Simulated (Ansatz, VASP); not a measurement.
KF: VASP beside Ansatz

```
CELL_PARAMETERS angstrom
0.00000 2.67066 2.65896
2.67066 0.00000 2.65896
2.67066 2.67066 0.00000
ATOMIC_POSITIONS crystal
K 0.00000 0.00000 0.00000
F 0.50000 0.50000 0.50000
```

Change from the starting cell: biaxial_xy strain +0.4%.

Alike in both runs: task single point; functional r2SCAN; k mesh 8 × 8 × 8; no spin polarisation.

```csv
,VASP,Ansatz
version,VASP 6.6.1,Ansatz 0.2.0
potentials or method,"VASP PAW PBE potentials, release 64 (K_sv, F)","plane waves, PAW"
plane-wave cutoff (eV),660,500
occupations,"gaussian, width 0.01 eV",fixed
valence electrons in the cell,16,16
```

```tsv
	VASP	Ansatz	Ansatz less VASP
gap on the k mesh at the Fermi level (eV)	6.86	6.86	-0.004
pressure (GPa)	-0.4	-0.3	+0.06
traceless stress, the component that is largest in VASP (GPa)	0.18	0.18	-0.006
```

VASP's potentials were made for PBE, not for r2SCAN.
